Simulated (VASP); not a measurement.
A run of VASP 6.6.1:

Contents of INCAR:

```
SYSTEM = H18C8N4O5
PREC = Accurate
ENCUT = 600
EDIFF = 1E-6
ISMEAR = 0
SIGMA = 0.02
LREAL = Auto
LASPH = .TRUE.
NELM = 60
ALGO = Normal
ISIF = 3
LWAVE = .FALSE.
LCHARG = .FALSE.
GGA = PS
IBRION = 2
NSW = 70
EDIFFG = -0.02
```

KPOINTS

```
Automatic mesh
0
G
  4 4 2
  0 0 0
```

The input POSCAR:

```
H18C8N4O5
1.0
    5.1651507032     -2.4438160020      0.0268740403
    5.1651507032      2.4438160020      0.0268740403
   -0.1618683960      0.0000000000     11.4847280838
H C N O
18 8 4 5
Direct
    0.7587838405      0.3313096642      0.7669063638
    0.6686903358      0.2412161595      0.2330936362
    0.9309073073      0.0330017128      0.6021326295
    0.9669982872      0.0690926927      0.3978673705
    0.0876535400      0.1779674681      0.9455043869
    0.8220325319      0.9123464600      0.0544956131
    0.3846766956      0.9277708078      0.8655448593
    0.0722291922      0.6153233044      0.1344551407
    0.1624243865      0.3018550386      0.8276669567
    0.6981449614      0.8375756135      0.1723330433
    0.4337352035      0.8324809124      0.5291327299
    0.1675190876      0.5662647965      0.4708672701
    0.5509871720      0.8518242764      0.6702116343
    0.1481757236      0.4490128280      0.3297883657
    0.2561380374      0.1901036724      0.5967402798
    0.8098963276      0.7438619626      0.4032597202
    0.6339257619      0.4851103135      0.0408175879
    0.5148896865      0.3660742381      0.9591824121
    0.9136270114      0.8955513645      0.8285742675
    0.1044486355      0.0863729886      0.1714257325
    0.9726209426      0.1020928589      0.7794804083
    0.8979071411      0.0273790574      0.2205195917
    0.1193629105      0.9430024447      0.6641308898
    0.0569975553      0.8806370895      0.3358691102
    0.3542362713      0.9545594838      0.6124868126
    0.0454405162      0.6457637287      0.3875131874
    0.0717460078      0.6348077495      0.7730743098
    0.3651922505      0.9282539922      0.2269256902
    0.1645940265      0.1249733117      0.8586237384
    0.8750266883      0.8354059735      0.1413762616
    0.2564532701      0.6289147817      0.6865989776
    0.3710852183      0.7435467299      0.3134010224
    0.7278590595      0.9733457900      0.9112309871
    0.0266542100      0.2721409405      0.0887690129
    0.4479602065      0.5520397935      0.0000000000
```

Potentials or basis: VASP PAW PBE potentials, release 64 (H, C, N, O).

Command:

```bash
$ cat potpaw_PBE.64/H/POTCAR potpaw_PBE.64/C/POTCAR potpaw_PBE.64/N/POTCAR potpaw_PBE.64/O/POTCAR > POTCAR
$ mpirun -np 1 vasp_std > vasp.out
```

Hardware: 1 thread of Intel(R) Xeon(R) 6975P-C (Granite Rapids), with other jobs on the host.

Task: Estimate the wall time of this run.

Result: Wall time 59 min on 1 thread of Intel(R) Xeon(R) 6975P-C (Granite Rapids), with other jobs on the host, peak memory 0.67 GiB. Counts: scf iterations 132, k points 14, ion steps 22.
